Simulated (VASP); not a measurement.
# Ni (P6_3/mmc) in VASP: notebook, part 2 of 2

VASP 6.6.1. The steps go on from the part before.

## 4. Single point, LDA, collinear spin, ferromagnetic start

INCAR reads:

```
SYSTEM = Ni
PREC = Accurate
ENCUT = 590
EDIFF = 1E-6
ISMEAR = -1
SIGMA = 0.1
LREAL = .False.
LASPH = .True.
NELM = 200
ALGO = Normal
ISIF = 2
LWAVE = .False.
LCHARG = .False.
ISPIN = 2
MAGMOM = 1 1
LORBIT = 11
LMAXMIX = 4
NBANDS = 29
GGA_COMPAT = .False.
```

KPOINTS reads:

```
regular mesh
0
Gamma
  20 20 11
  0 0 0
```

POSCAR reads:

```
Ni
1.0
    2.1350908168      0.0000000000      0.0000000000
   -1.0675454084      1.8490428867      0.0000000000
    0.0000000000      0.0000000000      3.5063650110
Ni
2
Direct
    0.3333333333      0.6666666667      0.2500000000
    0.6666666667      0.3333333333      0.7500000000
```

Potentials or basis: VASP PAW LDA potentials, release 64 (Ni_sv_GW).

Launch:

```bash
$ cat potpaw_LDA.64/Ni_sv_GW/POTCAR > POTCAR
$ mpirun -np 1 vasp_std > vasp.out
```

OUTCAR:

```text
SYSTEM = Ni
   PREC = Accurate
   ENCUT = 590
   EDIFF = 1E-6
   ISMEAR = -1
   LREAL = .False.
   LASPH = .True.
   NELM = 200
   ISIF = 2
   ISPIN = 2
   LORBIT = 11

 ion  position               nearest neighbor table
   1  0.333  0.667  0.250-   2 2.14   2 2.14   2 2.14   2 2.14   2 2.14   2 2.14
   2  0.667  0.333  0.750-   1 2.14   1 2.14   1 2.14   1 2.14   1 2.14   1 2.14

  LATTYP: Found a hexagonal cell.
 ALAT       =     2.1350908168
 C/A-ratio  =     1.6422556752

  Lattice vectors:

 A1 = (   2.1350908168,   0.0000000000,   0.0000000000)
 A2 = (  -1.0675454084,   1.8490428867,   0.0000000000)
 A3 = (   0.0000000000,   0.0000000000,   3.5063650110)

Analysis of symmetry for initial positions (statically):
=====================================================================
 Subroutine PRICEL returns:
 Original cell was already a primitive cell.

 Routine SETGRP: Setting up the symmetry group for a
 hexagonal supercell.

 Subroutine GETGRP returns: Found 24 space group operations
 (whereof 12 operations were pure point group operations)
 out of a pool of 24 trial point group operations.

The static configuration has the point symmetry D_3d.
 The point group associated with its full space group is D_6h.

Analysis of symmetry for dynamics (positions and initial velocities):
=====================================================================
 Subroutine PRICEL returns:
 Original cell was already a primitive cell.

 Routine SETGRP: Setting up the symmetry group for a
 hexagonal supercell.

 Subroutine GETGRP returns: Found 24 space group operations
 (whereof 12 operations were pure point group operations)
 out of a pool of 24 trial point group operations.

The dynamic configuration has the point symmetry D_3d.
 The point group associated with its full space group is D_6h.

Analysis of structural, dynamic, and magnetic symmetry:
=====================================================================
 Subroutine PRICEL returns:
 Original cell was already a primitive cell.

 Routine SETGRP: Setting up the symmetry group for a
 hexagonal supercell.

 Subroutine GETGRP returns: Found 24 space group operations
 (whereof 12 operations were pure point group operations)
 out of a pool of 24 trial point group operations.

The overall configuration has the point symmetry D_3d.
 The point group associated with its full space group is D_6h.

 Subroutine INISYM returns: Found 24 space group operations
 (whereof 12 operations are pure point group operations),
 and found     1 'primitive' translations

----------------------------------------------------------------------------------------

                                     Primitive cell

  volume of cell :      13.8427

  direct lattice vectors                    reciprocal lattice vectors
     2.135090817  0.000000000  0.000000000     0.468364152  0.270410169  0.000000000
    -1.067545408  1.849042887  0.000000000     0.000000000  0.540820339  0.000000000
     0.000000000  0.000000000  3.506365011     0.000000000  0.000000000  0.285195636

[... 67 lines left out ...]
   total plane-waves  NPLWV =   9072
   dimension x,y,z NGX =    18 NGY =   18 NGZ =   28
   dimension x,y,z NGXF=    36 NGYF=   36 NGZF=   56
   ions per type =               2
   NGX,Y,Z   is equivalent  to a cutoff of  14.02, 14.02, 13.28 a.u.
   NGXF,Y,Z  is equivalent  to a cutoff of  28.03, 28.03, 26.55 a.u.
 SYSTEM =  Ni
   PREC   = accura    normal or accurate (medium, high low for compatibility)
   ISTART =      0    job   : 0-new  1-cont  2-samecut
   ICHARG =      2    charge: 1-file 2-atom 10-const
   ISPIN  =      2    spin polarized calculation?
   LNONCOLLINEAR =      F non collinear calculations
   LSORBIT =      F    spin-orbit coupling
   LASPH  =      T    aspherical Exc in radial PAW
   ENCUT  =  590.0 eV  43.36 Ry    6.59 a.u.   4.23  4.23  6.94*2*pi/ulx,y,z
   NELM   =    200;   NELMIN=  2; NELMDL= -5     # of ELM steps
   EDIFF  = 0.1E-05   stopping-criterion for ELM
   LREAL  =      F    real-space projection
   EDIFFG = 0.1E-04   stopping-criterion for IOM
   NSW    =      0    number of steps for IOM
   IBRION =     -1    ionic relax: 0-MD 1-quasi-New 2-CG
   NFREE  =      0    steps in history (QN), initial steepest desc. (CG)
   ISIF   =      2    stress and relaxation
   ISYM   =      2    0-nonsym 1-usesym 2-fastsym
   POTIM  = 0.5000    time-step for ionic-motion
   TEBEG  =    0.0;   TEEND  =   0.0 temperature during run
   PSTRESS=    0.0 pullay stress
   NELECT =      36.0000    total number of electrons
   NUPDOWN=      -1.0000    fix difference up-down
   EMIN   =  10.00;   EMAX   =-10.00  energy-range for DOS
   EFERMI =   0.00;   METHOD = LEGACY
   ISMEAR =    -1;   SIGMA  =   0.10  broadening in eV -4-tet -1-fermi 0-gaus
   EFERMI_NEDOS =   21; number of points for ismear=-14 and -15
   IALGO  =     38    algorithm
   IMIX   =      4    mixing-type and parameters
     AMIX     =   0.40;   BMIX     =  1.00
     AMIX_MAG =   1.60;   BMIX_MAG =  1.00
  volume/ion in A,a.u.               =       6.92        46.71
  Fermi-wavevector in a.u.,A,eV,Ry     =   2.251311  4.254361 68.959791  5.068402
  Thomas-Fermi vector in A             =   3.199423
   LORBIT       =     11    0 simple, 1 ext, 2 COOP (PROOUT), +10 PAW based schemes
   GGA     = CA    functional components
   LHFCALC =     F    Hartree Fock is set to
   AEXX    =    0.0000 exact exchange contribution
   IVDW    =     0    specifies the selected vdW correction
   LEPSILON=     F    determine dielectric tensor
   LRPA    =     F    only Hartree local field effects (RPA)
 spin polarized calculation
  energy-cutoff  :      590.00
  volume of cell :       13.84
 maximum number of plane-waves:       464
 NGX is ok and might be reduce to    18
   NGX =  9   NGY =  9   NGZ = 13

 number of electron      35.9999931 magnetization       0.7680581

 Free energy of the ion-electron system (eV)
  ---------------------------------------------------
  ext. energy  EPLUGINS =         0.00000000
  ---------------------------------------------------
  free energy    TOTEN  =       -11.65487134 eV

  energy without entropy =      -11.55323425  energy(sigma->0) =      -11.60405280

 E-fermi :  14.6176     XC(G=0): -17.5633

 val. band max:       14.6173327051   @ k =   0.3500   0.0500   0.3636
 cond. band min:      14.6190488309   @ k =   0.0500   0.0000   0.2727
 fundamental gap:      0.0017161258
 Fermi energy:        14.6176031477

 spin component 1

 k-point     1 :       0.0000    0.0000    0.0000
  band No.  band energies     occupation
      1     -88.9141      1.00000
      2     -88.6692      1.00000
      3     -50.3479      1.00000
      4     -49.4334      1.00000
      5     -49.4334      1.00000
      6     -49.2961      1.00000
[... 757 lines left out ...]
     28      49.0426      0.00000
     29      51.2040      0.00000

 [... further k-points ...]

 spin component 2

 k-point     1 :       0.0000    0.0000    0.0000
  band No.  band energies     occupation
      1     -88.4459      1.00000
      2     -88.1978      1.00000
      3     -49.9065      1.00000
      4     -48.9748      1.00000
      5     -48.9748      1.00000
      6     -48.8358      1.00000
[... 757 lines left out ...]
     28      49.1644      0.00000
     29      51.2761      0.00000

 [... further k-points ...]
[... 5 lines left out ...]
  --------------------------------------------------------------------------------------
  -------------------------------------------------------------------------------------
  Total       19.6129477     19.6129477     19.6335590      0.0000000      0.0000000      0.0000000
  in kB     2270.0372909   2270.0372908   2272.4228819      0.0000000      0.0000000      0.0000000
  external PRESSURE =    2270.8324879 kB  Pullay stress =       0.0000000 kB

 VOLUME and BASIS-vectors are now :
 -----------------------------------------------------------------------------
  energy-cutoff  :      590.00
  volume of cell :       13.84
      direct lattice vectors                 reciprocal lattice vectors
     2.135090817  0.000000000  0.000000000     0.468364152  0.270410169  0.000000000
    -1.067545408  1.849042887  0.000000000     0.000000000  0.540820339  0.000000000
     0.000000000  0.000000000  3.506365011     0.000000000  0.000000000  0.285195636

 POSITION                                       TOTAL-FORCE (eV/Angst)
 -----------------------------------------------------------------------------------
     -0.00000      1.23270      0.87659        -0.000000      0.000000      0.000000
      1.06755      0.61635      2.62977         0.000000     -0.000000      0.000000
 -----------------------------------------------------------------------------------
    total drift:                                0.000000     -0.000000      0.000000

  FREE ENERGIE OF THE ION-ELECTRON SYSTEM (eV)
  ---------------------------------------------------
  free  energy   TOTEN  =       -11.6548713435 eV

  energy  without entropy=      -11.5532342519  energy(sigma->0) =      -11.60405280

 total charge

# of ion       s       p       d       f       tot
--------------------------------------------------
    1        2.360   6.660   8.021   0.024  17.064
    2        2.360   6.660   8.021   0.024  17.064
--------------------------------------------------
tot          4.719  13.320  16.042   0.047  34.128

 magnetization (x)

# of ion       s       p       d       f       tot
--------------------------------------------------
    1       -0.001  -0.009   0.400  -0.000   0.390
    2       -0.001  -0.009   0.400  -0.000   0.390
--------------------------------------------------
tot         -0.001  -0.019   0.800  -0.000   0.780
```

OSZICAR:

```text
N       E                     dE             d eps       ncg     rms          rms(c)
DAV:   1     0.559163769646E+03    0.55916E+03   -0.20200E+04 47676   0.500E+03
DAV:   2     0.246326662972E+02   -0.53453E+03   -0.50785E+03 55488   0.137E+03
DAV:   3    -0.142980843503E+02   -0.38931E+02   -0.38337E+02 60481   0.471E+02
DAV:   4    -0.149228399789E+02   -0.62476E+00   -0.62449E+00 57941   0.349E+01
DAV:   5    -0.149359475507E+02   -0.13108E-01   -0.13107E-01 47261   0.393E+00    0.189E+01
DAV:   6    -0.122396503986E+02    0.26963E+01   -0.10052E+01 36009   0.260E+02    0.603E+00
DAV:   7    -0.117280593162E+02    0.51159E+00   -0.23820E+00 39819   0.105E+02    0.406E+00
DAV:   8    -0.116546855558E+02    0.73374E-01   -0.30219E-01 59899   0.144E+01    0.461E-01
DAV:   9    -0.116547090085E+02   -0.23453E-04   -0.36217E-03 54037   0.331E+00    0.193E-01
DAV:  10    -0.116546755150E+02    0.33493E-04   -0.31243E-04 58980   0.490E-01    0.101E-01
DAV:  11    -0.116548709492E+02   -0.19543E-03   -0.41674E-05 48422   0.199E-01    0.132E-02
DAV:  12    -0.116548713435E+02   -0.39432E-06   -0.29295E-06 30351   0.690E-02
   1 F= -.11654871E+02 E0= -.11604053E+02  d E =-.101637E+00  mag=     0.7683
```

stdout:

```text
POSCAR found type information on POSCAR Ni
 POSCAR found :  1 types and       2 ions
 scaLAPACK will be used
 LDA part: xc-table for (Slater(with rela. corr.)+CA(PZ))
 , standard interpolation
 POSCAR, INCAR and KPOINTS ok, starting setup
 FFT: planning ... GRIDC
 FFT: planning ... GRID_SOFT
 FFT: planning ... GRID
 WAVECAR not read
 entering main loop
```

It took 2.9 min on 1 thread of Intel Xeon Platinum 8488C (Sapphire Rapids), shared host; peak memory 0.3 GiB.

What came out:

| Quantity | Value |
| --- | --- |
| Free energy | -11.6549 eV |
| Pressure | 227.1 GPa |
| Net moment | 0.77 μB per cell |
| Site moments | Ni +0.39 μB |
| Valence electrons inside the program's atomic spheres | Ni 17.06 |

Levels at points of the mesh, in eV from the Fermi level:
Spin up:
```csv
k point,band 14,band 15,band 16,band 17,band 18,band 19,band 20,band 21,band 22,band 23
"(0.00, 0.00, 0.00)",-3.26,-3.26,-2.44,-2.44,-1.14,-0.55,-0.55,9.86,25.98,29.81
"(0.50, 0.00, 0.00)",-3.78,-3.16,-0.27,-0.16,-0.02,2.31,5.36,12.99,14.26,16.65
```
Spin down:
```csv
k point,band 15,band 16,band 17,band 18,band 19,band 20,band 21,band 22
"(0.00, 0.00, 0.00)",-2.87,-2.05,-2.05,-1.08,-0.13,-0.13,10.14,25.99
"(0.50, 0.00, 0.00)",-2.80,0.17,0.27,0.42,2.63,5.61,13.15,14.40
```

## 5. The runs side by side

| potentials or basis | cell | cutoff (eV) | second run | gap on the mesh (eV) | pressure (GPa) | moment (μB) |
| --- | --- | --- | --- | --- | --- | --- |
| VASP PAW LDA potentials, release 64 (Ni) | a = 2.135, b = 2.135, c = 3.506 Å, angles 90.0, 90.0, 120.0°, 2 atoms | 520 | - | none | 230.2 | 0.75 |
| VASP PAW LDA potentials, release 64 (Ni) | a = 2.135, b = 2.135, c = 3.507 Å, angles 90.0, 90.0, 120.0°, 2 atoms | 520 | - | none | 229.9 | 0.75 |
| VASP PAW LDA potentials, release 64 (Ni_sv_GW) | a = 2.135, b = 2.135, c = 3.506 Å, angles 90.0, 90.0, 120.0°, 2 atoms | 590 | valence_matched | none | 227.1 | 0.77 |

Alike in all rows: task single point; level LDA; spin collinear, ferromagnetic start; k mesh 20 × 20 × 11; smearing fermi-dirac 0.1 eV.

Absolute energies hang on the potentials; compare differences alone.
